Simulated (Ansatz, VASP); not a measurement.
# GaSb: VASP beside Ansatz

File INCAR:

```
  PREC = Accurate
  ENCUT = 520
  EDIFF = 1E-6
  ISMEAR = 0
  SIGMA = 0.15
  LREAL = False
  LASPH = True
  NELM = 80
  ALGO = Normal
  ISIF = 2
  LWAVE = False
  LCHARG = False
  GGA = PS
  NBANDS = 16
```

KPOINTS

```
regular mesh
0
Gamma
  18 18 18
```

File POSCAR:

```
GaSb
1.0
   -2.7534340000      2.7534340000      1.5907070000
    2.7534340000     -2.7534340000      1.5907070000
    2.7534340000      2.7534340000     -1.5907070000
Ga Sb
1 1
Direct
    0.2500000000      0.7500000000      0.5000000000
    0.0000000000      0.0000000000      0.0000000000
```

Input for Ansatz:

```yaml
crystal:
  lattice:
    - [-2.753434, 2.753434, 1.590707]
    - [2.753434, -2.753434, 1.590707]
    - [2.753434, 2.753434, -1.590707]
  atoms:
    - { symbol: Ga, position: [0.25, 0.75, 0.5] }
    - { symbol: Sb, position: [0.0, 0.0, 0.0] }
basis:
  ecutwfc: 420
kpoints:
  mp_grid: { grid: [18, 18, 18] }
hamiltonian:
  xc: pbesol
scf:
  occupations: { method: gaussian, width: 0.15 }
output:
  forces: true
  stress: true
  eigenvalues: true
```

Alike in both runs: task single point; functional PBEsol; k mesh 18 × 18 × 18; occupations gaussian, width 0.15 eV; no spin polarisation.

|  | VASP | Ansatz |
| --- | --- | --- |
| version | VASP 6.6.1 | Ansatz 0.2.0 |
| potentials or method | VASP PAW PBE potentials, release 64 (Ga_d, Sb), cutoff 520 eV | scalar-relativistic, plane waves, PAW |
| valence electrons in the cell | 18 | 28 |

```tsv
	VASP	Ansatz	Ansatz less VASP
gap on the k mesh at the Fermi level (eV)	none	none	-
pressure (GPa)	-2.9	-2.8	+0.05
traceless stress, the component that is largest in VASP (GPa)	-0.48	-0.47	+0.013
```

VASP's potentials were made for PBE, not for PBEsol. A gap of «none» marks a metal or a gap that the smearing closes. VASP's potentials hold 18 valence electrons a cell and Ansatz's 28, so a difference there can come from the potentials and not from the codes.

Spin-orbit coupling is off throughout.
